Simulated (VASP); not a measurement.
Set up this calculation in VASP 6.6.1, as the native input.

```
Task                   : single point
Functional             : PBEsol
Potentials or basis    : VASP PAW PBE potentials, release 64 (Cu)
Cutoff                 : 520 eV
k mesh                 : 11 × 11 × 11
Occupations            : fermi-dirac, width 0.05 eV
Spin                   : no spin polarisation
Dipole correction      : no
Further INCAR settings : ALGO = Fast; EDIFF = 1e-06; NBANDS = 18
```

The structure of Cu lies in POSCAR:

```
Cu
1.0
    1.2102858349     -3.9496901055      0.0000000000
    1.2102858349      3.9496901055      0.0000000000
    0.0000000000      0.0000000000      2.4588809590
Cu
2
Direct
    0.8661333500      0.1338666500      0.7500000000
    0.1338666500      0.8661333500      0.2500000000
```

These files were run (other wordings do the same):

INCAR

```
ALGO = Fast
EDIFF = 1E-6
ENCUT = 520
GGA = PS
ISIF = 2
ISMEAR = -1
LASPH = T
LCHARG = F
LREAL = F
LWAVE = F
NBANDS = 18
NELM = 80
PREC = Accurate
SIGMA = 0.05
```

KPOINTS

```
k-points
0
Gamma
  11 11 11
```

Potentials or basis: VASP PAW PBE potentials, release 64 (Cu).

Launch:

```sh
$ cat potpaw_PBE.64/Cu/POTCAR > POTCAR
$ mpirun -np 1 vasp_std > vasp.out
```

It gave:

```json
{"Pressure": "2.7 GPa", "Largest force": "0.027 eV/Å", "Band gap on the k mesh": "zero (bands 11 and 12 overlap by 5.46 eV)"}
```

Caveat: the PAW data sets were made with another functional, which shifts forces and pressure a little.

Wall time 110 s on 1 thread of Intel Xeon 8259CL (shared host), peak memory 0.21 GiB.
